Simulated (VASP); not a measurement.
Write the native input for VASP 6.6.1 that does the following.

```yaml
Task: single point
Functional: PBE
Potentials_or_basis: VASP PAW PBE potentials, release 64 (Bi_d, Te)
Cutoff: 520 eV
k_mesh: 3 × 3 × 3
Occupations: gaussian, width 0.01 eV
Spin: no spin polarisation
Dipole_correction: no
Further_INCAR_settings: ALGO = Normal; EDIFF = 1e-06; NBANDS = 32
```

The structure of Bi2Te3 (Tellurobismuthite) lies in POSCAR:

```
Bi2Te3
1.0
    2.2085000000      1.2750780000      9.9466670000
   -2.2085000000      1.2750780000      9.9466670000
    0.0000000000     -2.5501560000      9.9466670000
Bi Te
2 3
Direct
    0.1880000000      0.1880000000      0.1880000000
    0.5980000000      0.5980000000      0.5980000000
    0.3890000000      0.3890000000      0.3890000000
    0.8000000000      0.8000000000      0.8000000000
    0.0000000000      0.0000000000      0.0000000000
```

These files were run (other wordings do the same):

INCAR

```
SYSTEM = Bi2Te3
ALGO     = Normal         ! electronic algorithm
EDIFF    = 1E-6           ! SCF threshold, eV
ENCUT    = 520            ! plane-wave cutoff, eV
GGA      = PE             ! functional
ISIF     = 2              ! what is computed and relaxed
ISMEAR   = 0              ! smearing method
LASPH    = .TRUE.         ! aspherical terms in the spheres
LCHARG   = .TRUE.         ! write CHGCAR
LELF     = .TRUE.         ! ELF
LREAL    = .FALSE.        ! projectors in reciprocal space
LVHAR    = .TRUE.       
LWAVE    = .FALSE.        ! write WAVECAR
NBANDS   = 32             ! bands
NELM     = 80             ! most SCF steps
PREC     = Accurate       ! precision mode
SIGMA    = 0.01           ! smearing width, eV
```

KPOINTS

```
k-points
0
G
  3 3 3
  0 0 0
```

Potentials or basis: VASP PAW PBE potentials, release 64 (Bi_d, Te).

Launch:

```console
$ cat potpaw_PBE.64/Bi_d/POTCAR potpaw_PBE.64/Te/POTCAR > POTCAR
$ mpirun -np 1 vasp_std > vasp.out
```

Results of the run:

```json
{
 "Pressure": "1.5 GPa",
 "Largest force": "1.385 eV/Å",
 "Band gap on the k mesh": "0.06 eV, indirect (least direct gap 0.32 eV)"
}
```

Caveat: the k points lie up to 0.55 Å⁻¹ apart; spin-orbit coupling is left out, which moves the levels of the heavy elements; forces of over 1 eV/Å act on the atoms, so gaps and moduli don't describe the material at rest.

It took 4.4 min on 1 thread of Intel Xeon 6975P-C, on a shared host, peak memory 0.88 GiB.
